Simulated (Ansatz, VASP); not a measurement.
**One calculation of Se, two programs**

```
CELL_PARAMETERS angstrom
3.99965 0.00000 0.00000
0.00000 7.91166 0.00000
0.00000 0.00000 2.76974
ATOMIC_POSITIONS crystal
Se 0.71374 0.37689 0.50000
Se 0.78626 0.87689 0.50000
Se 0.28626 0.62311 0.50000
Se 0.21374 0.12311 0.50000
```

Alike in both runs: functional PBEsol; k mesh 10 × 6 × 14; occupations gaussian, width 0.1 eV; no spin polarisation.

Ansatz relaxed the structure, and its values are those at the end. VASP's run is a single point on that final structure, the one shown.

|  | VASP | Ansatz |
| --- | --- | --- |
| version | VASP 6.6.1 | Ansatz 0.2.0 |
| potentials or method | VASP PAW PBE potentials, release 64 (Se), cutoff 520 eV | scalar-relativistic, plane waves, PAW |
| valence electrons in the cell | 24 | 64 |

Ansatz gave:

```
gap on the k mesh at the Fermi level (eV) : none
pressure (GPa)                            : 0.0
rms of the force components (eV/Å)        : 0.001
```

What did VASP give for the same quantities?

gap on the k mesh at the Fermi level (eV): none; pressure (GPa): 0.1; rms of the force components (eV/Å): 0.004.

VASP's potentials were made for PBE, not for PBEsol. A gap of «none» marks a metal or a gap that the smearing closes. VASP's potentials hold 24 valence electrons a cell and Ansatz's 64, so a difference there can come from the potentials and not from the codes.
